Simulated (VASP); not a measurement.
# Ta2TlAg (I4/mcm) in VASP: single point with PBE

Aim: the single point of Ta2TlAg with PBE.

Everything below comes from runs of VASP 6.6.1. Logs are shortened: lines on timing, memory, paths and dates and some standing lists are left out, and cuts for length are marked.

## Step 1: The cell of the first run

It takes space group I4/mcm (No. 140, tetragonal). Conventional cell: a = 6.971 Å, b = 6.971 Å, c = 6.403 Å, α = 90.00°, β = 90.00°, γ = 90.00°. Ta (site symmetry m2m) has 2 Ag at 2.40 Å and 4 Tl at 3.01 Å within 3.2 Å. Tl (site symmetry 422) has 8 Ta at 3.01 Å and 2 Tl at 3.20 Å and 4 Ag at 3.49 Å within 4.0 Å. Ag (site symmetry -42m) has 4 Ta at 2.40 Å within 3.2 Å.

## Step 2: Single point, PBE

INCAR reads:

```
ALGO = Normal
EDIFF = 1E-6
ENCUT = 520
GGA = PE
ISIF = 2
ISMEAR = -1
LASPH = True
LCHARG = False
LREAL = False
LWAVE = False
NBANDS = 56
NELM = 100
PREC = Accurate
SIGMA = 0.1
```

KPOINTS reads:

```
Automatic mesh
0
Gamma
  4 4 4
  0.5 0.5 0.5
```

POSCAR reads:

```
Ta2TlAg
1.0
   -3.4855260000      3.4855260000      3.2013350000
    3.4855260000     -3.4855260000      3.2013350000
    3.4855260000      3.4855260000     -3.2013350000
Ta Tl Ag
4 2 2
Direct
    0.6820000000      0.1820000000      0.8640000000
    0.1820000000      0.3180000000      0.5000000000
    0.3180000000      0.8180000000      0.1360000000
    0.8180000000      0.6820000000      0.5000000000
    0.2500000000      0.2500000000      0.0000000000
    0.7500000000      0.7500000000      0.0000000000
    0.2500000000      0.7500000000      0.5000000000
    0.7500000000      0.2500000000      0.5000000000
```

Potentials or basis: VASP PAW PBE potentials, release 64 (Ta_pv, Tl_d, Ag).

The run is started by

```console
cat potpaw_PBE.64/Ta_pv/POTCAR potpaw_PBE.64/Tl_d/POTCAR potpaw_PBE.64/Ag/POTCAR > POTCAR
mpirun -np 1 vasp_std > vasp.out
```

OUTCAR:

```text
EDIFF = 1E-6
   ENCUT = 520
   GGA = PE
   ISIF = 2
   ISMEAR = -1
   LASPH = True
   LREAL = False
   NELM = 100
   PREC = Accurate

 ion  position               nearest neighbor table
   1  0.682  0.182  0.864-   8 2.40   7 2.40   5 3.01   6 3.01   5 3.01   6 3.01   3 3.47   3 3.47
                             7 3.52   8 3.52   3 3.59
   2  0.182  0.318  0.500-   7 2.40   8 2.40   6 3.01   5 3.01   5 3.01   6 3.01   4 3.47   4 3.47
                             7 3.52   8 3.52   4 3.59
   3  0.318  0.818  0.136-   7 2.40   8 2.40   5 3.01   6 3.01   5 3.01   6 3.01   1 3.47   1 3.47
                             8 3.52   7 3.52   1 3.59
   4  0.818  0.682  0.500-   7 2.40   8 2.40   5 3.01   6 3.01   6 3.01   5 3.01   2 3.47   2 3.47
                             7 3.52   8 3.52   2 3.59
   5  0.250  0.250  0.000-   3 3.01   1 3.01   2 3.01   2 3.01   4 3.01   4 3.01   3 3.01   1 3.01
                             6 3.20   6 3.20   7 3.49   7 3.49   8 3.49   8 3.49
   6  0.750  0.750  0.000-   3 3.01   1 3.01   4 3.01   4 3.01   2 3.01   2 3.01   1 3.01   3 3.01
                             5 3.20   5 3.20   8 3.49   7 3.49   7 3.49   8 3.49
   7  0.250  0.750  0.500-   3 2.40   1 2.40   2 2.40   4 2.40   8 3.20   8 3.20   5 3.49   5 3.49
                             6 3.49   6 3.49   4 3.52   2 3.52   1 3.52   3 3.52
   8  0.750  0.250  0.500-   1 2.40   3 2.40   2 2.40   4 2.40   7 3.20   7 3.20   5 3.49   6 3.49
                             5 3.49   6 3.49   4 3.52   2 3.52   3 3.52   1 3.52

  LATTYP: Found a body centered tetragonal cell.
 ALAT       =     6.9710520000
 C/A-ratio  =     0.9184653909

  Lattice vectors:

 A1 = (  -3.4855260000,   3.4855260000,   3.2013350000)
 A2 = (   3.4855260000,  -3.4855260000,   3.2013350000)
 A3 = (   3.4855260000,   3.4855260000,  -3.2013350000)

Analysis of symmetry for initial positions (statically):
=====================================================================
 Subroutine PRICEL returns:
 Original cell was already a primitive cell.

 Routine SETGRP: Setting up the symmetry group for a
 body centered tetragonal supercell.

 Subroutine GETGRP returns: Found 16 space group operations
 (whereof  8 operations were pure point group operations)
 out of a pool of 16 trial point group operations.

The static configuration has the point symmetry C_4h.
 The point group associated with its full space group is D_4h.

Analysis of symmetry for dynamics (positions and initial velocities):
=====================================================================
 Subroutine PRICEL returns:
 Original cell was already a primitive cell.

 Routine SETGRP: Setting up the symmetry group for a
 body centered tetragonal supercell.

 Subroutine GETGRP returns: Found 16 space group operations
 (whereof  8 operations were pure point group operations)
 out of a pool of 16 trial point group operations.

The dynamic configuration has the point symmetry C_4h.
 The point group associated with its full space group is D_4h.

 Subroutine INISYM returns: Found 16 space group operations
 (whereof  8 operations are pure point group operations),
 and found     1 'primitive' translations

----------------------------------------------------------------------------------------

                                     Primitive cell

  volume of cell :     155.5707

  direct lattice vectors                    reciprocal lattice vectors
    -3.485526000  3.485526000  3.201335000     0.000000000  0.143450372  0.156184842
     3.485526000 -3.485526000  3.201335000     0.143450372  0.000000000  0.156184842
     3.485526000  3.485526000 -3.201335000     0.143450372  0.143450372  0.000000000

  length of vectors
     5.877612506  5.877612506  5.877612506     0.212065353  0.212065353  0.202869461

  position of ions in fractional coordinates (direct lattice)
     0.682000000  0.182000000  0.864000000
     0.182000000  0.318000000  0.500000000
     0.318000000  0.818000000  0.136000000
     0.818000000  0.682000000  0.500000000
     0.250000000  0.250000000  0.000000000
     0.750000000  0.750000000  0.000000000
     0.250000000  0.750000000  0.500000000
     0.750000000  0.250000000  0.500000000

  ion indices of the primitive-cell ions
   primitive index   ion index
                 1           1
                 2           2
                 3           3
                 4           4
                 5           5
                 6           6
                 7           7
                 8           8

----------------------------------------------------------------------------------------

 KPOINTS: Automatic mesh

Automatic generation of k-mesh.
 Grid dimensions read from file:
 generate k-points for:    4    4    4

 Generating k-lattice:

  Cartesian coordinates                     Fractional coordinates (reciprocal lattice)
     0.000000000  0.035862593  0.039046210     0.250000000 -0.000000000  0.000000000
     0.035862593  0.000000000  0.039046210    -0.000000000  0.250000000  0.000000000
     0.035862593  0.035862593  0.000000000     0.000000000  0.000000000  0.250000000

  Length of vectors
     0.053016338  0.053016338  0.050717365

  Shift w.r.t. Gamma in fractional coordinates (k-lattice)
     0.500000000  0.500000000  0.500000000

 Subroutine IBZKPT returns following result:
 ===========================================

 Found     11 irreducible k-points:

 Following reciprocal coordinates:
            Coordinates               Weight
  0.125000  0.125000  0.125000      8.000000
  0.375000  0.125000  0.125000      8.000000
 -0.125000  0.125000  0.125000      4.000000
  0.375000  0.375000  0.125000      4.000000
 -0.375000  0.375000  0.125000      8.000000
 -0.125000  0.375000  0.125000      8.000000
 -0.375000 -0.375000  0.125000      8.000000
 -0.125000 -0.375000  0.125000      8.000000
 -0.125000 -0.125000  0.125000      2.000000
 -0.375000  0.375000  0.375000      4.000000
 -0.375000 -0.375000  0.375000      2.000000
   k-points           NKPTS =     11   k-points in BZ     NKDIM =     11   number of bands    NBANDS=     56
   number of dos      NEDOS =    301   number of ions     NIONS =      8
   total plane-waves  NPLWV = 110592
   dimension x,y,z NGX =    48 NGY =   48 NGZ =   48
   dimension x,y,z NGXF=    96 NGYF=   96 NGZF=   96
   ions per type =               4   2   2
   NGX,Y,Z   is equivalent  to a cutoff of  13.58, 13.58, 13.58 a.u.
   NGXF,Y,Z  is equivalent  to a cutoff of  27.15, 27.15, 27.15 a.u.
 SYSTEM =  unknown system
   PREC   = accura    normal or accurate (medium, high low for compatibility)
   ISTART =      0    job   : 0-new  1-cont  2-samecut
   ICHARG =      2    charge: 1-file 2-atom 10-const
   ISPIN  =      1    spin polarized calculation?
   LNONCOLLINEAR =      F non collinear calculations
   LSORBIT =      F    spin-orbit coupling
   LASPH  =      T    aspherical Exc in radial PAW
   ENCUT  =  520.0 eV  38.22 Ry    6.18 a.u.  10.93 10.93 10.93*2*pi/ulx,y,z
   NELM   =    100;   NELMIN=  2; NELMDL= -5     # of ELM steps
   EDIFF  = 0.1E-05   stopping-criterion for ELM
   LREAL  =      F    real-space projection
   EDIFFG = 0.1E-04   stopping-criterion for IOM
   NSW    =      0    number of steps for IOM
   IBRION =     -1    ionic relax: 0-MD 1-quasi-New 2-CG
   NFREE  =      0    steps in history (QN), initial steepest desc. (CG)
   ISIF   =      2    stress and relaxation
   ISYM   =      2    0-nonsym 1-usesym 2-fastsym
   POTIM  = 0.5000    time-step for ionic-motion
   TEBEG  =    0.0;   TEEND  =   0.0 temperature during run
   PSTRESS=    0.0 pullay stress
   NELECT =      92.0000    total number of electrons
   NUPDOWN=      -1.0000    fix difference up-down
   EMIN   =  10.00;   EMAX   =-10.00  energy-range for DOS
   EFERMI =   0.00;   METHOD = LEGACY
   ISMEAR =    -1;   SIGMA  =   0.10  broadening in eV -4-tet -1-fermi 0-gaus
   EFERMI_NEDOS =   21; number of points for ismear=-14 and -15
   IALGO  =     38    algorithm
   IMIX   =      4    mixing-type and parameters
     AMIX     =   0.40;   BMIX     =  1.00
     AMIX_MAG =   1.60;   BMIX_MAG =  1.00
  volume/ion in A,a.u.               =      19.45       131.23
  Fermi-wavevector in a.u.,A,eV,Ry     =   1.374131  2.596731 25.691016  1.888236
  Thomas-Fermi vector in A             =   2.499585
   LORBIT       =      0    0 simple, 1 ext, 2 COOP (PROOUT), +10 PAW based schemes
   GGA     = PE    functional components
   LHFCALC =     F    Hartree Fock is set to
   AEXX    =    0.0000 exact exchange contribution
   IVDW    =     0    specifies the selected vdW correction
   LEPSILON=     F    determine dielectric tensor
   LRPA    =     F    only Hartree local field effects (RPA)
 non-spin polarized calculation
  energy-cutoff  :      520.00
  volume of cell :      155.57
 maximum number of plane-waves:      4200
 NGX is ok and might be reduce to    48
   NGX = 21   NGY = 21   NGZ = 21

 number of electron      92.0000002 magnetization

 Free energy of the ion-electron system (eV)
  ---------------------------------------------------
  ext. energy  EPLUGINS =         0.00000000
  ---------------------------------------------------
  free energy    TOTEN  =       -46.27603822 eV

  energy without entropy =      -46.09783758  energy(sigma->0) =      -46.18693790

 E-fermi :   7.7533     XC(G=0): -12.0409

 val. band max:        7.7173080680   @ k =  -0.1250   0.1250   0.1250
 cond. band min:       7.7533931287   @ k =  -0.3750   0.3750   0.1250
 fundamental gap:      0.0360850607
 Fermi energy:         7.7533122690

 k-point     1 :       0.1250    0.1250    0.1250
  band No.  band energies     occupation
      1     -27.5248      2.00000
      2     -27.5200      2.00000
      3     -27.4901      2.00000
      4     -27.4667      2.00000
      5     -27.4561      2.00000
      6     -27.4493      2.00000
[... 48 lines left out ...]
     55       9.8241      0.00000
     56      10.1362      0.00000

 k-point     2 :       0.3750    0.1250    0.1250
  band No.  band energies     occupation
      1     -27.5060      2.00000
      2     -27.5060      2.00000
      3     -27.4945      2.00000
      4     -27.4945      2.00000
      5     -27.4555      2.00000
      6     -27.4555      2.00000
[... 48 lines left out ...]
     55      10.0233      0.00000
     56      10.0272      0.00000

 k-point     3 :      -0.1250    0.1250    0.1250
  band No.  band energies     occupation
      1     -27.5345      2.00000
      2     -27.5287      2.00000
      3     -27.4791      2.00000
      4     -27.4720      2.00000
      5     -27.4469      2.00000
      6     -27.4447      2.00000
[... 405 lines left out ...]
 k-point    10 :      -0.3750    0.3750    0.3750
  band No.  band energies     occupation
      1     -27.5536      2.00000
      2     -27.5215      2.00000
      3     -27.5022      2.00000
      4     -27.4632      2.00000
      5     -27.4621      2.00000
      6     -27.4456      2.00000
[... 48 lines left out ...]
     55       9.7889      0.00000
     56      10.2529      0.00000

 k-point    11 :      -0.3750   -0.3750    0.3750
  band No.  band energies     occupation
      1     -27.5404      2.00000
      2     -27.5298      2.00000
      3     -27.4826      2.00000
      4     -27.4681      2.00000
      5     -27.4681      2.00000
      6     -27.4640      2.00000
[... 48 lines left out ...]
     55       9.9442      0.00000
     56       9.9442      0.00000

------------------------ aborting loop because EDIFF is reached ----------------------------------------

  FORCE on cell =-STRESS in cart. coord.  units (eV):
  Direction    XX          YY          ZZ          XY          YZ          ZX
  --------------------------------------------------------------------------------------
  -------------------------------------------------------------------------------------
  Total       10.1367873     10.1367873     22.4408654      0.0000000     -0.0000000      0.0000000
  in kB      104.3958289    104.3958289    231.1119574      0.0000000     -0.0000000      0.0000000
  external PRESSURE =     146.6345384 kB  Pullay stress =       0.0000000 kB

 VOLUME and BASIS-vectors are now :
 -----------------------------------------------------------------------------
  energy-cutoff  :      520.00
  volume of cell :      155.57
      direct lattice vectors                 reciprocal lattice vectors
    -3.485526000  3.485526000  3.201335000     0.000000000  0.143450372  0.156184842
     3.485526000 -3.485526000  3.201335000     0.143450372  0.000000000  0.156184842
     3.485526000  3.485526000 -3.201335000     0.143450372  0.143450372  0.000000000

 POSITION                                       TOTAL-FORCE (eV/Angst)
 -----------------------------------------------------------------------------------
      1.26873      4.75426      0.00000         3.912584      3.912584     -0.000000
      2.21679      1.26873      0.00000        -3.912584      3.912584     -0.000000
      2.21679     -1.26873      3.20133        -3.912584     -3.912584      0.000000
      1.26873      2.21679      3.20134         3.912584     -3.912584     -0.000000
      0.00000      0.00000      1.60067         0.000000     -0.000000      0.000000
      0.00000      0.00000      4.80200         0.000000     -0.000000      0.000000
      3.48553      0.00000      1.60067         0.000000     -0.000000      0.000000
      0.00000      3.48553      1.60067         0.000000     -0.000000      0.000000
 -----------------------------------------------------------------------------------
    total drift:                               -0.000000      0.000000     -0.000000

  FREE ENERGIE OF THE ION-ELECTRON SYSTEM (eV)
  ---------------------------------------------------
  free  energy   TOTEN  =       -46.2760382176 eV

  energy  without entropy=      -46.0978375765  energy(sigma->0) =      -46.18693790
```

It took 1.9 min on 1 thread of Intel Xeon Platinum 8488C (Sapphire Rapids), shared host; peak memory 0.37 GiB.

What came out:

- Free energy: -46.2760 eV
- Pressure: 14.7 GPa
- Largest force: 5.533 eV/Å
- Band gap on the k mesh: zero (band 46 reaches 7.93 eV, above the bottom of band 47 at 7.63 eV)

Forces in eV/Å, atoms in the order of the input:
```
Ta   3.913  3.913  0.000
Ta  -3.913  3.913  0.000
Ta  -3.913 -3.913  0.000
Ta   3.913 -3.913  0.000
Tl   0.000  0.000  0.000
Tl   0.000  0.000  0.000
Ag   0.000  0.000  0.000
Ag   0.000  0.000  0.000
```

Caveat: spin-orbit coupling is left out, which moves the levels of the heavy elements; forces of over 1 eV/Å act on the atoms, so gaps and moduli don't describe the material at rest.
